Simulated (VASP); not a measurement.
# Al3RuN (P4mm) in VASP: relaxation of cell and atoms with PBE

Aim: the relaxation of cell and atoms of Al3RuN with PBE.

Program: VASP 6.6.1. These are calculated values, not measurements. Logs are shortened: lines on timing, memory, paths and dates and some standing lists are left out, and cuts for length are marked.

**1. The cell of the first run**

Symmetry: P4mm, No. 99, tetragonal system. The conventional cell has a = 3.645 Å, b = 3.645 Å, c = 5.286 Å, α = 90.00°, β = 90.00°, γ = 90.00°. Al (site symmetry 4mm) has 1 N at 1.92 Å within 2.5 Å. Al (site symmetry 2mm) has 2 N at 2.01 Å and 2 Ru at 2.49 Å and 4 Al at 2.58 Å within 2.7 Å. Within 3.3 Å of Ru (site symmetry 4mm) lie 8 Al at 2.49 to 2.70 Å. Within 2.5 Å of N (site symmetry 4mm) lie 5 Al at 1.92 to 2.01 Å.

The cell was generated, and may not be a known phase.

**2. Relaxation of cell and atoms, PBE**

File INCAR:

```
  ALGO = Normal
  EDIFF = 1E-7
  EDIFFG = -0.01
  ENCUT = 600
  GGA = PE
  IBRION = 2
  ISIF = 3
  ISMEAR = 0
  LASPH = True
  LCHARG = False
  LREAL = False
  LWAVE = False
  NELM = 100
  NSW = 100
  PREC = Accurate
  SIGMA = 0.1
```

File KPOINTS:

```
k-points
0
Gamma
  8 8 6
```

File POSCAR:

```
Al3RuN
1.0
    3.6453640799      0.0000000000      0.0000000000
    0.0000000000      3.6453640799      0.0000000000
    0.0000000000      0.0000000000      5.2862289993
Al Ru N
3 1 1
Direct
    0.0000000000      0.0000000000      0.0338082846
    0.5000000000      0.0000000000      0.5581639239
    0.0000000000      0.5000000000      0.5581639239
    0.5000000000      0.5000000000      0.8786994370
    0.0000000000      0.0000000000      0.3973834106
```

Potentials or basis: VASP PAW PBE potentials, release 64 (Al, Ru_pv, N).

On the command line:

```console
> cat potpaw_PBE.64/Al/POTCAR potpaw_PBE.64/Ru_pv/POTCAR potpaw_PBE.64/N/POTCAR > POTCAR
> mpirun -np 1 vasp_std > vasp.out
```

OUTCAR:

```text
EDIFF = 1E-7
   EDIFFG = -0.01
   ENCUT = 600
   GGA = PE
   IBRION = 2
   ISIF = 3
   ISMEAR = 0
   LASPH = True
   LREAL = False
   NELM = 100
   NSW = 100
   PREC = Accurate

 ion  position               nearest neighbor table
   1  0.000  0.000  0.034-   5 1.92   4 2.70   4 2.70   4 2.70   4 2.70   2 3.11   2 3.11   3 3.11
                             3 3.11   2 3.32   3 3.32   2 3.32   3 3.32
   2  0.500  0.000  0.558-   5 2.01   5 2.01   4 2.49   4 2.49   3 2.58   3 2.58   3 2.58   3 2.58
                             1 3.11   1 3.11   1 3.32   1 3.32
   3  0.000  0.500  0.558-   5 2.01   5 2.01   4 2.49   4 2.49   2 2.58   2 2.58   2 2.58   2 2.58
                             1 3.11   1 3.11   1 3.32   1 3.32
   4  0.500  0.500  0.879-   2 2.49   3 2.49   2 2.49   3 2.49   1 2.70   1 2.70   1 2.70   1 2.70

   5  0.000  0.000  0.397-   1 1.92   2 2.01   3 2.01   3 2.01   2 2.01

  LATTYP: Found a simple tetragonal cell.
 ALAT       =     3.6453640799
 C/A-ratio  =     1.4501237417

  Lattice vectors:

 A1 = (   3.6453640799,   0.0000000000,   0.0000000000)
 A2 = (   0.0000000000,   3.6453640799,   0.0000000000)
 A3 = (   0.0000000000,   0.0000000000,   5.2862289993)

Analysis of symmetry for initial positions (statically):
=====================================================================
 Subroutine PRICEL returns:
 Original cell was already a primitive cell.

 Routine SETGRP: Setting up the symmetry group for a
 simple tetragonal supercell.

 Subroutine GETGRP returns: Found  8 space group operations
 (whereof  8 operations were pure point group operations)
 out of a pool of 16 trial point group operations.

The static configuration has the point symmetry C_4v.

Analysis of symmetry for dynamics (positions and initial velocities):
=====================================================================
 Subroutine PRICEL returns:
 Original cell was already a primitive cell.

 Routine SETGRP: Setting up the symmetry group for a
 simple tetragonal supercell.

 Subroutine GETGRP returns: Found  8 space group operations
 (whereof  8 operations were pure point group operations)
 out of a pool of 16 trial point group operations.

The dynamic configuration has the point symmetry C_4v.

 Subroutine INISYM returns: Found  8 space group operations
 (whereof  8 operations are pure point group operations),
 and found     1 'primitive' translations

----------------------------------------------------------------------------------------

                                     Primitive cell

  volume of cell :      70.2470

  direct lattice vectors                    reciprocal lattice vectors
     3.645364080  0.000000000  0.000000000     0.274321022  0.000000000  0.000000000
     0.000000000  3.645364080  0.000000000     0.000000000  0.274321022  0.000000000
     0.000000000  0.000000000  5.286228999     0.000000000  0.000000000  0.189170768

  length of vectors
     3.645364080  3.645364080  5.286228999     0.274321022  0.274321022  0.189170768

  position of ions in fractional coordinates (direct lattice)
     0.000000000  0.000000000  0.033808285
     0.500000000  0.000000000  0.558163924
     0.000000000  0.500000000  0.558163924
     0.500000000  0.500000000  0.878699437
     0.000000000  0.000000000  0.397383411

  ion indices of the primitive-cell ions
   primitive index   ion index
                 1           1
                 2           2
                 3           3
                 4           4
                 5           5

----------------------------------------------------------------------------------------

 KPOINTS: k-points

Automatic generation of k-mesh.
 Grid dimensions read from file:
 generate k-points for:    8    8    6

 Generating k-lattice:

  Cartesian coordinates                     Fractional coordinates (reciprocal lattice)
     0.034290128  0.000000000  0.000000000     0.125000000  0.000000000  0.000000000
     0.000000000  0.034290128  0.000000000     0.000000000  0.125000000  0.000000000
     0.000000000  0.000000000  0.031528461     0.000000000  0.000000000  0.166666667

  Length of vectors
     0.034290128  0.034290128  0.031528461

  Shift w.r.t. Gamma in fractional coordinates (k-lattice)
     0.000000000  0.000000000  0.000000000

 Subroutine IBZKPT returns following result:
 ===========================================

 Found     60 irreducible k-points:

 Following reciprocal coordinates:
            Coordinates               Weight
  0.000000  0.000000  0.000000      1.000000
  0.125000  0.000000  0.000000      4.000000
  0.250000  0.000000  0.000000      4.000000
  0.375000  0.000000  0.000000      4.000000
  0.500000  0.000000  0.000000      2.000000
  0.125000  0.125000  0.000000      4.000000
[... 16 lines left out ...]
  0.375000  0.125000  0.166667     16.000000
  0.500000  0.125000  0.166667      8.000000
 [... further k-points ...]
   k-points           NKPTS =     60   k-points in BZ     NKDIM =     60   number of bands    NBANDS=     18
   number of dos      NEDOS =    301   number of ions     NIONS =      5
   total plane-waves  NPLWV =  37800
   dimension x,y,z NGX =    30 NGY =   30 NGZ =   42
   dimension x,y,z NGXF=    60 NGYF=   60 NGZF=   84
   ions per type =               3   1   1
   NGX,Y,Z   is equivalent  to a cutoff of  13.68, 13.68, 13.21 a.u.
   NGXF,Y,Z  is equivalent  to a cutoff of  27.36, 27.36, 26.42 a.u.
 SYSTEM =  unknown system
   PREC   = accura    normal or accurate (medium, high low for compatibility)
   ISTART =      0    job   : 0-new  1-cont  2-samecut
   ICHARG =      2    charge: 1-file 2-atom 10-const
   ISPIN  =      1    spin polarized calculation?
   LNONCOLLINEAR =      F non collinear calculations
   LSORBIT =      F    spin-orbit coupling
   LASPH  =      T    aspherical Exc in radial PAW
   ENCUT  =  600.0 eV  44.10 Ry    6.64 a.u.   7.28  7.28 10.56*2*pi/ulx,y,z
   NELM   =    100;   NELMIN=  2; NELMDL= -5     # of ELM steps
   EDIFF  = 0.1E-06   stopping-criterion for ELM
   LREAL  =      F    real-space projection
   EDIFFG = -.1E-01   stopping-criterion for IOM
   NSW    =    100    number of steps for IOM
   IBRION =      2    ionic relax: 0-MD 1-quasi-New 2-CG
   NFREE  =      1    steps in history (QN), initial steepest desc. (CG)
   ISIF   =      3    stress and relaxation
   ISYM   =      2    0-nonsym 1-usesym 2-fastsym
   POTIM  = 0.5000    time-step for ionic-motion
   TEBEG  =    0.0;   TEEND  =   0.0 temperature during run
   PSTRESS=    0.0 pullay stress
   NELECT =      28.0000    total number of electrons
   NUPDOWN=      -1.0000    fix difference up-down
   EMIN   =  10.00;   EMAX   =-10.00  energy-range for DOS
   EFERMI =   0.00;   METHOD = LEGACY
   ISMEAR =     0;   SIGMA  =   0.10  broadening in eV -4-tet -1-fermi 0-gaus
   EFERMI_NEDOS =   21; number of points for ismear=-14 and -15
   IALGO  =     38    algorithm
   IMIX   =      4    mixing-type and parameters
     AMIX     =   0.40;   BMIX     =  1.00
     AMIX_MAG =   1.60;   BMIX_MAG =  1.00
  volume/ion in A,a.u.               =      14.05        94.81
  Fermi-wavevector in a.u.,A,eV,Ry     =   1.204809  2.276759 19.749741  1.451565
  Thomas-Fermi vector in A             =   2.340524
   LORBIT       =      0    0 simple, 1 ext, 2 COOP (PROOUT), +10 PAW based schemes
   GGA     = PE    functional components
   LHFCALC =     F    Hartree Fock is set to
   AEXX    =    0.0000 exact exchange contribution
   IVDW    =     0    specifies the selected vdW correction
   LEPSILON=     F    determine dielectric tensor
   LRPA    =     F    only Hartree local field effects (RPA)
 conjugate gradient relaxation of ions
 non-spin polarized calculation
 Gauss-broadening in eV      SIGMA  =   0.10
  energy-cutoff  :      600.00
  volume of cell :       70.25
 maximum number of plane-waves:      2373
 NGX is ok and might be reduce to    30
   NGX = 15   NGY = 15   NGZ = 21

--------------------------------------- Ionic step        1  -------------------------------------------

 number of electron      28.0000001 magnetization

 Free energy of the ion-electron system (eV)
  ---------------------------------------------------
  ext. energy  EPLUGINS =         0.00000000
  ---------------------------------------------------
  free energy    TOTEN  =       -30.98353307 eV

  energy without entropy =      -30.97295627  energy(sigma->0) =      -30.97824467

------------------------ aborting loop because EDIFF is reached ----------------------------------------

  FORCE on cell =-STRESS in cart. coord.  units (eV):
  Direction    XX          YY          ZZ          XY          YZ          ZX
  --------------------------------------------------------------------------------------
  -------------------------------------------------------------------------------------
  Total       -0.1655462     -0.1655462      0.3189280      0.0000000      0.0000000     -0.0000000
  in kB       -3.7757388     -3.7757388      7.2740369      0.0000000      0.0000000     -0.0000000
  external PRESSURE =      -0.0924802 kB  Pullay stress =       0.0000000 kB
[... 98 lines left out ...]
  FREE ENERGIE OF THE ION-ELECTRON SYSTEM (eV)
  ---------------------------------------------------
  free  energy   TOTEN  =       -30.9863609443 eV

  energy  without entropy=      -30.9760502320  energy(sigma->0) =      -30.98120559

[... ionic steps 4 to 9 ...]

--------------------------------------- Ionic step       10  -------------------------------------------

 number of electron      27.9999999 magnetization

------------------------ aborting loop because EDIFF is reached ----------------------------------------
[... 73 lines left out ...]
--------------------------------------- Ionic step       12  -------------------------------------------

 number of electron      27.9999999 magnetization

 Free energy of the ion-electron system (eV)
  ---------------------------------------------------
  ext. energy  EPLUGINS =         0.00000000
  ---------------------------------------------------
  free energy    TOTEN  =       -30.98847502 eV

  energy without entropy =      -30.97722347  energy(sigma->0) =      -30.98284925

 E-fermi :   8.4796     XC(G=0): -10.9229

 val. band max:        8.4761424764   @ k =   0.2500   0.2500   0.1667
 cond. band min:       8.5130095149   @ k =   0.5000   0.1250   0.0000
 fundamental gap:      0.0368670385
 Fermi energy:         8.4795938711

 k-point     1 :       0.0000    0.0000    0.0000
  band No.  band energies     occupation
      1     -33.6404      2.00000
      2     -33.6404      2.00000
      3     -33.5820      2.00000
      4      -8.1945      2.00000
      5       0.2997      2.00000
      6       1.5570      2.00000
[... 481 lines left out ...]
      5      -0.0581      2.00000
      6       1.4601      2.00000
[... 10 lines left out ...]
     17      11.1709      0.00000
     18      12.9660      0.00000

 [... further k-points ...]

------------------------ aborting loop because EDIFF is reached ----------------------------------------

  FORCE on cell =-STRESS in cart. coord.  units (eV):
  Direction    XX          YY          ZZ          XY          YZ          ZX
  --------------------------------------------------------------------------------------
  -------------------------------------------------------------------------------------
  Total       -0.0136425     -0.0136425     -0.0099595      0.0000000      0.0000000      0.0000000
  in kB       -0.3101900     -0.3101900     -0.2264513      0.0000000      0.0000000      0.0000000
  external PRESSURE =      -0.2822771 kB  Pullay stress =       0.0000000 kB
[... 20 lines left out ...]
  FREE ENERGIE OF THE ION-ELECTRON SYSTEM (eV)
  ---------------------------------------------------
  free  energy   TOTEN  =       -30.9884750250 eV

  energy  without entropy=      -30.9772234711  energy(sigma->0) =      -30.98284925

 reached required accuracy - stopping structural energy minimisation
```

Wall time 12 min (1 thread of Intel Xeon Platinum 8488C (Sapphire Rapids), shared host); peak memory 0.26 GiB.

Results:

```yaml
Free_energy: -30.9885 eV
Relaxed_volume: 14.09 Å³/atom
Relaxed_cell: a = 3.620 Å, b = 3.620 Å, c = 5.377 Å, α = 90.00°, β = 90.00°, γ = 90.00°
Space_group_after_relaxing_to_0.1_Å: P4mm (No. 99)
Energy_gained_by_relaxing: 1.0 meV/atom
Ionic_steps: 12
Pressure_after_relaxing: 0.0 GPa
Largest_force_after_relaxing: 0.009 eV/Å
Band_gap_on_the_k_mesh: zero (bands 14 and 15 overlap by 0.83 eV)
```

Forces on the atoms (eV/Å):
```
Al   0.000  0.000 -0.003
Al   0.000  0.000 -0.001
Al   0.000  0.000 -0.001
Ru   0.000  0.000 -0.004
N    0.000  0.000  0.009
```

Step by step:
| step | energy change (eV) | largest force (eV/Å) | pressure (GPa) | volume (Å³) |
| --- | --- | --- | --- | --- |
| 1 | 0.0000 | 0.1984 | -0.01 | 70.25 |
| 2 | -0.0027 | 0.0288 | -0.10 | 70.24 |
| 3 | -0.0028 | 0.0702 | -0.12 | 70.24 |
| 4 | -0.0034 | 0.0455 | 0.20 | 70.12 |
| 5 | -0.0035 | 0.0514 | 0.35 | 70.07 |
| 6 | -0.0039 | 0.0616 | 0.21 | 70.16 |
| 7 | -0.0044 | 0.0926 | -0.18 | 70.45 |
| 8 | -0.0048 | 0.0542 | -0.11 | 70.47 |
| 9 | -0.0049 | 0.0213 | -0.04 | 70.48 |
| 10 | -0.0049 | 0.0208 | -0.01 | 70.48 |
| 11 | -0.0049 | 0.0109 | -0.02 | 70.48 |
| 12 | -0.0049 | 0.0094 | -0.03 | 70.47 |

Final structure:
```
CELL_PARAMETERS angstrom
3.62018 0.00000 0.00000
0.00000 3.62018 0.00000
0.00000 0.00000 5.37670
ATOMIC_POSITIONS crystal
Al 0.00000 0.00000 0.03867
Al 0.50000 0.00000 0.55776
Al 0.00000 0.50000 0.55776
Ru 0.50000 0.50000 0.87647
N 0.00000 0.00000 0.39557
```

Levels at points of the mesh, in eV from the Fermi level:
```csv
k point,band 12,band 13,band 14,band 15,band 16,band 17
"(0.00, 0.00, 0.00)",-2.04,-1.27,0.23,1.13,2.85,2.85
"(0.50, 0.00, 0.00)",-2.19,-1.96,-0.60,-0.17,1.64,3.10
"(0.50, 0.50, 0.00)",-1.29,-1.29,-0.49,0.05,2.96,3.04
"(0.00, 0.00, 0.50)",-1.76,-1.43,-1.26,1.38,2.00,2.00
"(0.50, 0.00, 0.50)",-2.39,-2.06,-0.33,0.58,2.19,3.89
"(0.50, 0.50, 0.50)",-2.03,-2.03,-0.63,-0.48,0.99,2.70
```

The gap in the log of VASP goes by the Fermi energy; the results here count the filled bands.